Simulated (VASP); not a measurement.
# Te (P4_132) in VASP: density of states with PBE

Aim: the density of states of Te with PBE.

Program: VASP 6.6.1. These are calculated values, not measurements. Logs are shortened: lines on timing, memory, paths and dates and some standing lists are left out, and cuts for length are marked.

## (1) The cell of the first run

It takes space group P4_132 (No. 213, cubic). The conventional cell has a = 5.223 Å, b = 5.223 Å, c = 5.223 Å, α = 90.00°, β = 90.00°, γ = 90.00°. Within 4.2 Å of Te (site symmetry 32) lie 6 Te at 3.20 Å.

## (2) Density of states, PBE

The input, POSCAR:

```
Te
1.0
    5.2232579404      0.0000000000      0.0000000000
    0.0000000000      5.2232579404      0.0000000000
    0.0000000000      0.0000000000      5.2232579404
Te
4
Direct
    0.8750000000      0.1250000000      0.6250000000
    0.3750000000      0.3750000000      0.3750000000
    0.1250000000      0.6250000000      0.8750000000
    0.6250000000      0.8750000000      0.1250000000
```

The input, INCAR.step1:

```
PREC = Accurate ; ENCUT = 520
EDIFF = 1E-7 ; ISMEAR = 0
SIGMA = 0.1 ; LREAL = False
LASPH = True ; NELM = 100
ALGO = Normal ; ISIF = 2
LWAVE = False ; LCHARG = True
GGA = PE ; NBANDS = 20
```

The input, KPOINTS.step1:

```
regular mesh
0
Gamma
  10 10 10
```

The input, INCAR.step2:

```
PREC = Accurate ; ENCUT = 520
EDIFF = 1E-7 ; ISMEAR = -5
SIGMA = 0.1 ; LREAL = False
LASPH = True ; NELM = 100
ALGO = Normal ; ISIF = 2
LWAVE = False ; LCHARG = False
GGA = PE ; LORBIT = 11
NEDOS = 2001 ; ICHARG = 11
```

The input, KPOINTS.step2:

```
regular mesh
0
Gamma
  15 15 15
```

Potentials or basis: VASP PAW PBE potentials, release 64 (Te).

Launch:

```console
$ cat potpaw_PBE.64/Te/POTCAR > POTCAR
$ cp INCAR.step1 INCAR
$ cp KPOINTS.step1 KPOINTS
$ mpirun -np 1 vasp_std > vasp.out
$ cp INCAR.step2 INCAR
$ cp KPOINTS.step2 KPOINTS
$ mpirun -np 1 vasp_std > vasp.out
```

OUTCAR:

```text
PREC = Accurate
   ENCUT = 520
   EDIFF = 1E-7
   ISMEAR = -5
   LREAL = False
   LASPH = True
   NELM = 100
   ISIF = 2
   GGA = PE
   LORBIT = 11
   ICHARG = 11

 ion  position               nearest neighbor table
   1  0.875  0.125  0.625-   4 3.20   4 3.20   2 3.20   3 3.20   3 3.20   2 3.20
   2  0.375  0.375  0.375-   3 3.20   3 3.20   4 3.20   1 3.20   4 3.20   1 3.20
   3  0.125  0.625  0.875-   2 3.20   2 3.20   4 3.20   1 3.20   1 3.20   4 3.20
   4  0.625  0.875  0.125-   1 3.20   1 3.20   3 3.20   2 3.20   2 3.20   3 3.20

  LATTYP: Found a simple cubic cell.
 ALAT       =     5.2232579404

  Lattice vectors:

 A1 = (   5.2232579404,   0.0000000000,   0.0000000000)
 A2 = (   0.0000000000,   5.2232579404,   0.0000000000)
 A3 = (   0.0000000000,   0.0000000000,   5.2232579404)

Analysis of symmetry for initial positions (statically):
=====================================================================
 Subroutine PRICEL returns:
 Original cell was already a primitive cell.

 Routine SETGRP: Setting up the symmetry group for a
 simple cubic supercell.

 Subroutine GETGRP returns: Found 24 space group operations
 (whereof  3 operations were pure point group operations)
 out of a pool of 48 trial point group operations.

The static configuration has the point symmetry C_3 .
 The point group associated with its full space group is O   .

Analysis of symmetry for dynamics (positions and initial velocities):
=====================================================================
 Subroutine PRICEL returns:
 Original cell was already a primitive cell.

 Routine SETGRP: Setting up the symmetry group for a
 simple cubic supercell.

 Subroutine GETGRP returns: Found 24 space group operations
 (whereof  3 operations were pure point group operations)
 out of a pool of 48 trial point group operations.

The dynamic configuration has the point symmetry C_3 .
 The point group associated with its full space group is O   .

 Subroutine INISYM returns: Found 24 space group operations
 (whereof  3 operations are pure point group operations),
 and found     1 'primitive' translations

----------------------------------------------------------------------------------------

                                     Primitive cell

  volume of cell :     142.5031

  direct lattice vectors                    reciprocal lattice vectors
     5.223257940  0.000000000  0.000000000     0.191451391  0.000000000  0.000000000
     0.000000000  5.223257940  0.000000000     0.000000000  0.191451391  0.000000000
     0.000000000  0.000000000  5.223257940     0.000000000  0.000000000  0.191451391

  length of vectors
     5.223257940  5.223257940  5.223257940     0.191451391  0.191451391  0.191451391

  position of ions in fractional coordinates (direct lattice)
     0.875000000  0.125000000  0.625000000
     0.375000000  0.375000000  0.375000000
     0.125000000  0.625000000  0.875000000
     0.625000000  0.875000000  0.125000000

  ion indices of the primitive-cell ions
   primitive index   ion index
                 1           1
                 2           2
                 3           3
                 4           4

----------------------------------------------------------------------------------------

 KPOINTS: regular mesh

Automatic generation of k-mesh.
 Grid dimensions read from file:
 generate k-points for:   15   15   15

 Generating k-lattice:

  Cartesian coordinates                     Fractional coordinates (reciprocal lattice)
     0.012763426  0.000000000  0.000000000     0.066666667  0.000000000  0.000000000
     0.000000000  0.012763426  0.000000000     0.000000000  0.066666667  0.000000000
     0.000000000  0.000000000  0.012763426     0.000000000  0.000000000  0.066666667

  Length of vectors
     0.012763426  0.012763426  0.012763426

  Shift w.r.t. Gamma in fractional coordinates (k-lattice)
     0.000000000  0.000000000  0.000000000

 TETIRR: Found   1667 inequivalent tetrahedra from    20250

 Subroutine IBZKPT returns following result:
 ===========================================

 Found    120 irreducible k-points:

 Following reciprocal coordinates:
            Coordinates               Weight
  0.000000  0.000000  0.000000      1.000000
  0.066667  0.000000  0.000000      6.000000
  0.133333  0.000000  0.000000      6.000000
  0.200000  0.000000  0.000000      6.000000
  0.266667  0.000000  0.000000      6.000000
  0.333333  0.000000  0.000000      6.000000
[... 16 lines left out ...]
  0.266667  0.200000  0.000000     24.000000
  0.333333  0.200000  0.000000     24.000000
 [... further k-points ...]
   k-points           NKPTS =    120   k-points in BZ     NKDIM =    120   number of bands    NBANDS=     16
   number of dos      NEDOS =   2001   number of ions     NIONS =      4
   total plane-waves  NPLWV =  64000
   dimension x,y,z NGX =    40 NGY =   40 NGZ =   40
   dimension x,y,z NGXF=    80 NGYF=   80 NGZF=   80
   ions per type =               4
   NGX,Y,Z   is equivalent  to a cutoff of  12.73, 12.73, 12.73 a.u.
   NGXF,Y,Z  is equivalent  to a cutoff of  25.46, 25.46, 25.46 a.u.
 SYSTEM =  unknown system
   PREC   = accura    normal or accurate (medium, high low for compatibility)
   ISTART =      0    job   : 0-new  1-cont  2-samecut
   ICHARG =     11    charge: 1-file 2-atom 10-const
   ISPIN  =      1    spin polarized calculation?
   LNONCOLLINEAR =      F non collinear calculations
   LSORBIT =      F    spin-orbit coupling
   LASPH  =      T    aspherical Exc in radial PAW
   ENCUT  =  520.0 eV  38.22 Ry    6.18 a.u.   9.71  9.71  9.71*2*pi/ulx,y,z
   NELM   =    100;   NELMIN=  2; NELMDL=  0     # of ELM steps
   EDIFF  = 0.1E-06   stopping-criterion for ELM
   LREAL  =      F    real-space projection
   EDIFFG = 0.1E-05   stopping-criterion for IOM
   NSW    =      0    number of steps for IOM
   IBRION =     -1    ionic relax: 0-MD 1-quasi-New 2-CG
   NFREE  =      0    steps in history (QN), initial steepest desc. (CG)
   ISIF   =      2    stress and relaxation
   ISYM   =      2    0-nonsym 1-usesym 2-fastsym
   POTIM  = 0.5000    time-step for ionic-motion
   TEBEG  =    0.0;   TEEND  =   0.0 temperature during run
   PSTRESS=    0.0 pullay stress
   NELECT =      24.0000    total number of electrons
   NUPDOWN=      -1.0000    fix difference up-down
   EMIN   =  10.00;   EMAX   =-10.00  energy-range for DOS
   EFERMI =   0.00;   METHOD = LEGACY
   ISMEAR =    -5;   SIGMA  =   0.10  broadening in eV -4-tet -1-fermi 0-gaus
   EFERMI_NEDOS =   21; number of points for ismear=-14 and -15
   IALGO  =     38    algorithm
   IMIX   =      4    mixing-type and parameters
     AMIX     =   0.40;   BMIX     =  1.00
     AMIX_MAG =   1.60;   BMIX_MAG =  1.00
  volume/ion in A,a.u.               =      35.63       240.41
  Fermi-wavevector in a.u.,A,eV,Ry     =   0.904074  1.708451 11.120708  0.817349
  Thomas-Fermi vector in A             =   2.027476
   LORBIT       =     11    0 simple, 1 ext, 2 COOP (PROOUT), +10 PAW based schemes
   GGA     = PE    functional components
   LHFCALC =     F    Hartree Fock is set to
   AEXX    =    0.0000 exact exchange contribution
   IVDW    =     0    specifies the selected vdW correction
   LEPSILON=     F    determine dielectric tensor
   LRPA    =     F    only Hartree local field effects (RPA)
 non-spin polarized calculation
 Fermi weights with tetrahedron method with Bloechl corrections
  energy-cutoff  :      520.00
  volume of cell :      142.50
 maximum number of plane-waves:      3887
 NGX is ok and might be reduce to    40

 number of electron      23.9999997 magnetization

 Free energy of the ion-electron system (eV)
  ---------------------------------------------------
  ext. energy  EPLUGINS =         0.00000000
  ---------------------------------------------------
  free energy    TOTEN  =       -11.67642067 eV

  energy without entropy =      -11.67642067  energy(sigma->0) =      -11.67642067

 E-fermi :   5.5318     XC(G=0):  -8.8227

 val. band max:        5.5667266727   @ k =   0.4000   0.2667   0.2667
 cond. band min:       5.5117660951   @ k =   0.3333   0.1333   0.0667
 fundamental gap:     -0.0549605776
 Fermi energy:         5.5317852732

 k-point     1 :       0.0000    0.0000    0.0000
  band No.  band energies     occupation
      1      -7.9384      2.00000
      2      -4.8973      2.00000
      3      -4.8973      2.00000
      4      -4.8973      2.00000
      5       2.0449      2.00000
      6       2.0449      2.00000
[... 8 lines left out ...]
     15       5.8707      0.00000
     16       7.7949      0.00000

 k-point     2 :       0.0667    0.0000    0.0000
  band No.  band energies     occupation
      1      -7.9201      2.00000
      2      -5.1501      2.00000
      3      -4.8835      2.00000
      4      -4.6742      2.00000
      5       1.7379      2.00000
      6       1.8055      2.00000
[... 8 lines left out ...]
     15       5.9145      0.00000
     16       7.7246      0.00000

 k-point     3 :       0.1333    0.0000    0.0000
  band No.  band energies     occupation
      1      -7.8654      2.00000
      2      -5.4245      2.00000
      3      -4.8428      2.00000
      4      -4.4888      2.00000
      5       1.3917      2.00000
      6       1.6308      2.00000
[... 8 lines left out ...]
     15       5.9841      0.00000
     16       7.5262      0.00000
[... 362 lines left out ...]
 k-point    23 :       0.2667    0.2000    0.0000
  band No.  band energies     occupation
      1      -7.4958      2.00000
      2      -6.0570      2.00000
      3      -4.9338      2.00000
      4      -4.2374      2.00000
      5       0.6704      2.00000
      6       1.4154      2.00000
[... 8 lines left out ...]
     15       6.8477      0.00000
     16       7.2590      0.00000

 k-point    24 :       0.3333    0.2000    0.0000
  band No.  band energies     occupation
      1      -7.3440      2.00000
      2      -6.2711      2.00000
      3      -4.8630      2.00000
      4      -4.2917      2.00000
      5       0.6477      2.00000
      6       1.3462      2.00000
[... 8 lines left out ...]
     15       6.9309      0.00000
     16       7.3520      0.00000

 [... further k-points ...]
[... 5 lines left out ...]
  --------------------------------------------------------------------------------------
  -------------------------------------------------------------------------------------
  Total       -0.0266029     -0.0266029     -0.0266029     -0.0000000     -0.0000000     -0.0000000
  in kB       -0.2990996     -0.2990996     -0.2990996     -0.0000000     -0.0000000     -0.0000000
  external PRESSURE =      -0.2990996 kB  Pullay stress =       0.0000000 kB

 VOLUME and BASIS-vectors are now :
 -----------------------------------------------------------------------------
  energy-cutoff  :      520.00
  volume of cell :      142.50
      direct lattice vectors                 reciprocal lattice vectors
     5.223257940  0.000000000  0.000000000     0.191451391  0.000000000  0.000000000
     0.000000000  5.223257940  0.000000000     0.000000000  0.191451391  0.000000000
     0.000000000  0.000000000  5.223257940     0.000000000  0.000000000  0.191451391

 POSITION                                       TOTAL-FORCE (eV/Angst)
 -----------------------------------------------------------------------------------
      4.57035      0.65291      3.26454        -0.000000      0.000000      0.000000
      1.95872      1.95872      1.95872         0.000000      0.000000      0.000000
      0.65291      3.26454      4.57035         0.000000     -0.000000      0.000000
      3.26454      4.57035      0.65291        -0.000000     -0.000000      0.000000
 -----------------------------------------------------------------------------------
    total drift:                               -0.000000      0.000000      0.000000

  FREE ENERGIE OF THE ION-ELECTRON SYSTEM (eV)
  ---------------------------------------------------
  free  energy   TOTEN  =       -11.6764206662 eV

  energy  without entropy=      -11.6764206662  energy(sigma->0) =      -11.67642067

 total charge

# of ion       s       p       d       tot
------------------------------------------
    1        1.443   1.769   0.041   3.253
    2        1.443   1.769   0.041   3.253
    3        1.443   1.769   0.041   3.253
    4        1.443   1.769   0.041   3.253
--------------------------------------------------
tot          5.772   7.075   0.164  13.011
```

Run time: 3.4 min. Hardware: 1 thread of Intel Xeon Platinum 8259CL at 2.50GHz (Skylake/Cascade Lake), shared host; peak memory 0.38 GiB.

Results:

```
Valence electrons inside the program's atomic spheres : Te 3.25
```

Caveat: spin-orbit coupling is left out, which moves the levels of the heavy elements; tetrahedron occupations give inexact forces and stress in metals.
